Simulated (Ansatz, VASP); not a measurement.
Given: the input of a run of VASP 6.6.1 on GaSb.

INCAR

```
SYSTEM = GaSb
PREC = Accurate ; ENCUT = 600
EDIFF = 1E-6 ; ISMEAR = -1
SIGMA = 0.05 ; LREAL = .FALSE.
LASPH = .TRUE. ; NELM = 100
ALGO = Normal ; ISIF = 3
LWAVE = .FALSE. ; LCHARG = .FALSE.
GGA = B5 ; ALDAX = 1.0
AGGAX = 1.0 ; AGGAC = 1.0
ALDAC = 0.0 ; IVDW = 13
VDW_S6 = 1.0 ; VDW_S8 = 2.34076671
VDW_A1 = 0.44488865 ; VDW_A2 = 4.0933009
IBRION = 2 ; NSW = 60
EDIFFG = -0.01
```

Contents of KPOINTS:

```
regular mesh
0
G
  8 8 8
  0 0 0
```

Contents of POSCAR:

```
GaSb
1.0
    0.0000000000      3.0590000000      3.0590000000
    3.0590000000      0.0000000000      3.0590000000
    3.0590000000      3.0590000000      0.0000000000
Sb Ga
1 1
Direct
    0.7500000000      0.7500000000      0.7500000000
    0.0000000000      0.0000000000      0.0000000000
```

Potentials or basis: VASP PAW PBE potentials, release 64 (Sb, Ga_d).

The run is started by

```bash
$ cat potpaw_PBE.64/Sb/POTCAR potpaw_PBE.64/Ga_d/POTCAR > POTCAR
$ mpirun -np 1 vasp_std > vasp.out
```

Set up the same calculation for Ansatz 0.2.0. Potentials there: Ansatz PAW.

As run (the cutoff follows the program's own potentials):

input.yaml

```yaml
crystal:
  lattice:
    - [0.0, 3.059, 3.059]
    - [3.059, 0.0, 3.059]
    - [3.059, 3.059, 0.0]
  atoms:
    - { symbol: Sb, position: [0.75, 0.75, 0.75] }
    - { symbol: Ga, position: [0.0, 0.0, 0.0] }
hamiltonian:
  xc: blyp
  pseudopotentials: { kind: paw }
  dispersion: d4
kpoints:
  mp_grid: { grid: [8, 8, 8] }
scf:
  occupations: { method: fermi_dirac, width: 0.05 }
output:
  forces: true
  stress: true
relax:
  f_tol: 0.01
  max_steps: 40
  cell: { stress_tol: 0.05 }
```

Potentials or basis: Ansatz PAW.

Command:

```bash
$ ansatz run input.yaml --threads 2 --pin off --max-ram 5120MiB --backend cpu --events-out ev --progress --plain --runs-dir out
```

Both were run:

|  | VASP | Ansatz | Ansatz less VASP |
| --- | --- | --- | --- |
| relaxed volume (Å³/atom) | 28.97 | 28.84 | -0.126 |
| relaxed cell length with the largest relative difference (Å) | 4.343 | 4.337 | -0.0063 |

VASP's potentials were made for PBE, not for BLYP. VASP's potentials hold 18 valence electrons a cell and Ansatz's 28, so a difference there can come from the potentials and not from the codes.

Neither program's run includes spin-orbit coupling. Noted on Ansatz's run: the plane-wave basis is chosen anew once the cell has moved, so the energies of steps on either side of that aren't comparable.
